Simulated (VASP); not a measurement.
A run of VASP 6.6.1 is set up as follows.

INCAR

```
PREC = Accurate
ENCUT = 600
EDIFF = 1E-7
ISMEAR = -1
SIGMA = 0.05
LREAL = F
LASPH = T
NELM = 60
ALGO = Normal
ISIF = 3
LWAVE = F
LCHARG = F
GGA = PE
IBRION = 2
NSW = 60
EDIFFG = -0.005
PSTRESS = 2.5
```

Contents of KPOINTS:

```
regular mesh
0
Gamma
  12 12 7
```

File POSCAR:

```
Pb
1.0
    3.5665373956      0.0000000000      0.0000000000
   -1.7832686978      3.0887119881      0.0000000000
    0.0000000000      0.0000000000      5.7777905808
Pb
2
Direct
    0.3333333333      0.6666666667      0.2500000000
    0.6666666667      0.3333333333      0.7500000000
```

Potentials or basis: VASP PAW PBE potentials, release 64 (Pb_d).

Run with:

```bash
$ cat potpaw_PBE.64/Pb_d/POTCAR > POTCAR
$ mpirun -np 1 vasp_std > vasp.out
```

(1) Estimate the band gap on the k mesh.

(2) Predict the relaxed cell.

Answers

(1) zero (band 14 reaches 12.48 eV, above the bottom of band 15 at 4.93 eV).

(2) a = 3.510 Å, b = 3.510 Å, c = 5.973 Å, α = 90.00°, β = 90.00°, γ = 120.00°.

Caveat: the cell is relaxed towards a set pressure, so the enthalpy falls and the energy may rise; spin-orbit coupling is left out, which moves the levels of the heavy elements.
